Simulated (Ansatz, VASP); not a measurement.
# Sn: VASP beside Ansatz

```
Sn
1.0
     4.69310    0.00000    0.00000
    -2.34655    4.06434    0.00000
     0.00000    0.00000    7.71397
Sn
4
Direct
  0.66667 0.33333 0.06260
  0.33333 0.66667 0.56260
  0.66667 0.33333 0.43740
  0.33333 0.66667 0.93740
```

Alike in both runs: functional PBE; k mesh 12 × 12 × 6; occupations gaussian, width 0.1 eV; no spin polarisation.

Ansatz relaxed the structure, and its values are those at the end. VASP's run is a single point on that final structure, the one shown.

|  | VASP | Ansatz |
| --- | --- | --- |
| version | VASP 6.6.1 | Ansatz 0.2.0 |
| potentials or method | VASP PAW PBE potentials, release 64 (Sn_d), cutoff 520 eV | scalar-relativistic, plane waves, PAW |
| valence electrons in the cell | 56 | 56 |

Ansatz gave:

```
gap on the k mesh at the Fermi level (eV) : none
pressure (GPa)                            : 0.0
```

**Question.** Estimate VASP's values.

**Answer.** gap on the k mesh at the Fermi level (eV): none; pressure (GPa): -0.1.

A gap of «none» marks a metal or a gap that the smearing closes. With one functional, cell and mesh, what is left measures potentials, basis and numerics.
